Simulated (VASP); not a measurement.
# ZnO (P6/mmm) in VASP: notebook, part 2 of 2

VASP 6.6.1. The steps go on from the part before.

**4. Relaxation of cell and atoms, PBE**

Contents of INCAR:

```
SYSTEM = ZnO
PREC = Accurate
ENCUT = 600
EDIFF = 1E-6
ISMEAR = 0
SIGMA = 0.1
LREAL = .False.
LASPH = .True.
NELM = 60
ALGO = Normal
ISIF = 3
LWAVE = .False.
LCHARG = .False.
GGA = PE
IBRION = 2
NSW = 90
EDIFFG = -0.04
```

Contents of KPOINTS:

```
Automatic mesh
0
Gamma
  6 6 6
  0 0 0
```

Contents of POSCAR:

```
ZnO
1.0
    2.8490538000      0.0000000000      0.0000000000
   -1.4245269000      2.4673529700      0.0000000000
    0.0000000000      0.0000000000      3.4493416100
Zn O
1 1
Direct
    0.0000000000      0.0000000000      0.0000000000
    0.0000000000      0.0000000000      0.5000000000
```

Potentials or basis: VASP PAW PBE potentials, release 64 (Zn, O).

Command:

```bash
cat potpaw_PBE.64/Zn/POTCAR potpaw_PBE.64/O/POTCAR > POTCAR
mpirun -np 1 vasp_std > vasp.out
```

OUTCAR:

```text
SYSTEM = ZnO
   PREC = Accurate
   ENCUT = 600
   EDIFF = 1E-6
   ISMEAR = 0
   LREAL = .False.
   LASPH = .True.
   NELM = 60
   ISIF = 3
   GGA = PE
   IBRION = 2
   NSW = 90
   EDIFFG = -0.04

 ion  position               nearest neighbor table
   1  0.000  0.000  0.000-   2 1.72   2 1.72
   2  0.000  0.000  0.500-   1 1.72   1 1.72

  LATTYP: Found a hexagonal cell.
 ALAT       =     2.8490538000
 C/A-ratio  =     1.2106972532

  Lattice vectors:

 A1 = (   2.8490538000,   0.0000000000,   0.0000000000)
 A2 = (  -1.4245269000,   2.4673529700,   0.0000000000)
 A3 = (   0.0000000000,   0.0000000000,   3.4493416100)

Analysis of symmetry for initial positions (statically):
=====================================================================
 Subroutine PRICEL returns:
 Original cell was already a primitive cell.

 Routine SETGRP: Setting up the symmetry group for a
 hexagonal supercell.

 Subroutine GETGRP returns: Found 24 space group operations
 (whereof 24 operations were pure point group operations)
 out of a pool of 24 trial point group operations.

The static configuration has the point symmetry D_6h.

Analysis of symmetry for dynamics (positions and initial velocities):
=====================================================================
 Subroutine PRICEL returns:
[... 145 lines left out ...]
 maximum number of plane-waves:       822
 NGX is ok and might be reduce to    24
   NGX = 11   NGY = 11   NGZ = 13

--------------------------------------- Ionic step        1  -------------------------------------------

 number of electron      18.0000006 magnetization

 Free energy of the ion-electron system (eV)
  ---------------------------------------------------
  ext. energy  EPLUGINS =         0.00000000
  ---------------------------------------------------
  free energy    TOTEN  =        -6.64136253 eV

  energy without entropy =       -6.63842599  energy(sigma->0) =       -6.63989426

 E-fermi :   1.7737     XC(G=0): -10.9676

 val. band max:        1.7201727019   @ k =   0.0000   0.0000   0.3333
 cond. band min:       1.7947074847   @ k =   0.1667   0.0000   0.5000
 fundamental gap:      0.0745347828
 Fermi energy:         1.7737452090
[... 878 lines left out ...]
  FREE ENERGIE OF THE ION-ELECTRON SYSTEM (eV)
  ---------------------------------------------------
  free  energy   TOTEN  =        -6.9647478098 eV

  energy  without entropy=       -6.9607202583  energy(sigma->0) =       -6.96273403

[... ionic steps 4 to 8 ...]

--------------------------------------- Ionic step        9  -------------------------------------------

 number of electron      17.9999999 magnetization

------------------------ aborting loop because EDIFF is reached ----------------------------------------
[... 67 lines left out ...]
--------------------------------------- Ionic step       11  -------------------------------------------

 number of electron      18.0000001 magnetization

 Free energy of the ion-electron system (eV)
  ---------------------------------------------------
  ext. energy  EPLUGINS =         0.00000000
  ---------------------------------------------------
  free energy    TOTEN  =        -7.30311568 eV

  energy without entropy =       -7.30301011  energy(sigma->0) =       -7.30306290

 E-fermi :  -1.0191     XC(G=0):  -8.5057

 val. band max:       -1.1834129296   @ k =   0.0000   0.0000   0.5000
 cond. band min:      -0.8877240408   @ k =   0.0000   0.0000   0.0000
 fundamental gap:      0.2956888888
 Fermi energy:        -1.0191156817
[... 413 lines left out ...]
  FREE ENERGIE OF THE ION-ELECTRON SYSTEM (eV)
  ---------------------------------------------------
  free  energy   TOTEN  =        -7.3031156810 eV

  energy  without entropy=       -7.3030101094  energy(sigma->0) =       -7.30306290

 reached required accuracy - stopping structural energy minimisation
```

OSZICAR:

```text
N       E                     dE             d eps       ncg     rms          rms(c)
DAV:   1     0.108364278253E+03    0.10836E+03   -0.10821E+04   736   0.219E+03
DAV:   2    -0.150753694950E+01   -0.10987E+03   -0.10167E+03   798   0.349E+02
DAV:   3    -0.948923259944E+01   -0.79817E+01   -0.79346E+01   788   0.956E+01
[... 108 lines left out ...]
DAV:   2    -0.730328675054E+01    0.16187E-02   -0.64880E-03   898   0.141E+00    0.894E-02
DAV:   3    -0.730317564266E+01    0.11111E-03   -0.22745E-04   894   0.184E-01    0.470E-02
DAV:   4    -0.730312282044E+01    0.52822E-04   -0.49782E-05   753   0.102E-01    0.148E-02
DAV:   5    -0.730311539638E+01    0.74241E-05   -0.30151E-06   800   0.521E-02    0.499E-03
DAV:   6    -0.730311568102E+01   -0.28464E-06   -0.80231E-07   436   0.132E-02
  11 F= -.73031157E+01 E0= -.73030629E+01  d E =-.905382E-04
```

CONTCAR:

```text
ZnO
   1.00000000000000
     3.5385138588504197   -0.0000000000000000    0.0000000000000000
    -1.7692569294252098    3.0644428977022224   -0.0000000000000000
     0.0000000000000000   -0.0000000000000001    3.4603837406357671
  Zn              O
     1     1
Direct
     0.0000000000000000    0.0000000000000000    0.0000000000000000
     0.0000000000000000    0.0000000000000000    0.5000000000000000

  0.00000000E+00  0.00000000E+00  0.00000000E+00
  0.00000000E+00  0.00000000E+00  0.00000000E+00
```

It took 43 s on 1 thread of Intel Xeon Platinum 8488C (Sapphire Rapids), shared host; peak memory 0.15 GiB.

Results:

| Property | Result |
| --- | --- |
| Free energy | -7.3031 eV |
| Relaxed volume | 18.76 Å³/atom |
| Relaxed cell | a = 3.539 Å, b = 3.539 Å, c = 3.460 Å, α = 90.00°, β = 90.00°, γ = 120.00° |
| Space group after relaxing (to 0.05 Å) | P6/mmm (No. 191) |
| Energy gained by relaxing | 330.9 meV/atom |
| Ionic steps | 11 |
| Pressure after relaxing | 0.1 GPa |
| Band gap on the k mesh | 0.30 eV, indirect (least direct gap 1.46 eV) |

Stress tensor (GPa, compression positive):
```
-0.03  0.00  0.00
 0.00 -0.03  0.00
 0.00  0.00  0.33
```

The path:
```csv
step,energy change (eV),largest force (eV/Å),pressure (GPa),volume (Å³)
1,0.0000,0.0000,18.39,24.25
2,-0.3260,0.0000,-1.03,29.45
3,-0.3234,0.0000,-7.14,32.82
4,-0.4982,0.0000,-6.07,34.93
5,-0.6415,0.0000,-1.59,40.13
6,-0.6507,0.0000,-2.78,38.81
7,-0.6517,0.0000,-2.56,39.03
8,-0.6608,0.0000,-0.77,38.03
9,-0.6617,0.0000,0.01,37.63
10,-0.6617,0.0000,0.09,37.60
11,-0.6618,0.0000,0.09,37.52
```

Final structure:
```xyz
2
Lattice="3.5385 0.0000 0.0000 -1.7693 3.0644 0.0000 0.0000 0.0000 3.4604" Properties=species:S:1:pos:R:3 pbc="T T T"
Zn    0.0000    0.0000    0.0000
O     0.0000    0.0000    1.7302
```

Caveat: the k points lie up to 0.34 Å⁻¹ apart in the final cell; the volume moved by over 15 % at a fixed basis, so the end points are rough. A k mesh can miss the band edges.

**5. Single point, PBE**

This run uses another cell than the first one, of 36.46 Å³/atom, 3.008 times its volume.

Contents of INCAR:

```
SYSTEM = ZnO
PREC = Accurate
ENCUT = 520
EDIFF = 1E-6
ISMEAR = 0
SIGMA = 0.02
LREAL = .False.
LASPH = .True.
NELM = 100
ALGO = Normal
ISIF = 2
LWAVE = .False.
LCHARG = .False.
GGA = PE
NBANDS = 16
```

Contents of KPOINTS:

```
regular mesh
0
Gamma
  6 6 8
  0 0 0
```

Contents of POSCAR:

```
ZnO
1.0
    4.9340758593      0.0000000000      0.0000000000
   -2.4670379297      4.2730350384      0.0000000000
    0.0000000000      0.0000000000      3.4589743663
Zn O
1 1
Direct
    0.0000000000      0.0000000000      0.0000000000
    0.0000000000      0.0000000000      0.5000000000
```

Command:

```bash
cat potpaw_PBE.64/Zn/POTCAR potpaw_PBE.64/O/POTCAR > POTCAR
mpirun -np 1 vasp_std > vasp.out
```

Wall time 32 s (1 thread of Intel Xeon Platinum 8488C (Sapphire Rapids), shared host); peak memory 0.2 GiB.

Results (log left out):

```yaml
Free_energy: -7.4968 eV
Pressure: 0.5 GPa
Band_gap_on_the_k_mesh: 1.80 eV, indirect (least direct gap 3.27 eV)
```

Stress tensor (GPa, compression positive):
```
-0.01  0.00  0.00
 0.00 -0.01  0.00
 0.00  0.00  1.43
```

Levels at points of the mesh, in eV from the valence-band top:
| k point | band 6 | band 7 | band 8 | band 9 | band 10 | band 11 | band 12 | band 13 |
| --- | --- | --- | --- | --- | --- | --- | --- | --- |
| (0.00, 0.00, 0.00) | -4.91 | -3.28 | -1.47 | -1.47 | 1.80 | 8.57 | 8.70 | 8.70 |
| (0.50, 0.00, 0.00) | -4.86 | -3.27 | -1.76 | -1.53 | 3.11 | 4.95 | 7.68 | 7.82 |
| (0.00, 0.00, 0.50) | -5.53 | -3.01 | 0.00 | 0.00 | 5.86 | 6.78 | 7.24 | 7.24 |
| (0.50, 0.00, 0.50) | -5.53 | -2.86 | -0.11 | -0.02 | 4.89 | 6.68 | 7.30 | 9.08 |

**6. The runs side by side**

```tsv
task	cell	k mesh	cutoff (eV)	smearing	gap on the mesh (eV)	pressure (GPa)
single point	a = 2.849, b = 2.849, c = 3.449 Å, angles 90.0, 90.0, 120.0°, 2 atoms	6 × 6 × 6	520	gaussian 0.1 eV	none	18.6
single point	a = 4.338, b = 4.338, c = 3.456 Å, angles 90.0, 90.0, 120.0°, 2 atoms	6 × 6 × 6	520	gaussian 0.1 eV	1.38	0.8
relaxation of cell and atoms	relaxed from a = 2.849, b = 2.849, c = 3.449 Å, angles 90.0, 90.0, 120.0°, 2 atoms	6 × 6 × 6	600	gaussian 0.1 eV	0.30	0.1
single point	a = 4.934, b = 4.934, c = 3.459 Å, angles 90.0, 90.0, 120.0°, 2 atoms	6 × 6 × 8	520	gaussian 0.02 eV	1.80	0.5
```

Alike in all rows: level PBE; potentials or basis VASP PAW PBE potentials, release 64 (Zn, O); no spin polarisation.

Caveats: some runs use coarse meshes; the volume moved by over 15 % at a fixed basis, so the end points are rough (some runs).

Absolute energies hang on the potentials; compare differences alone.
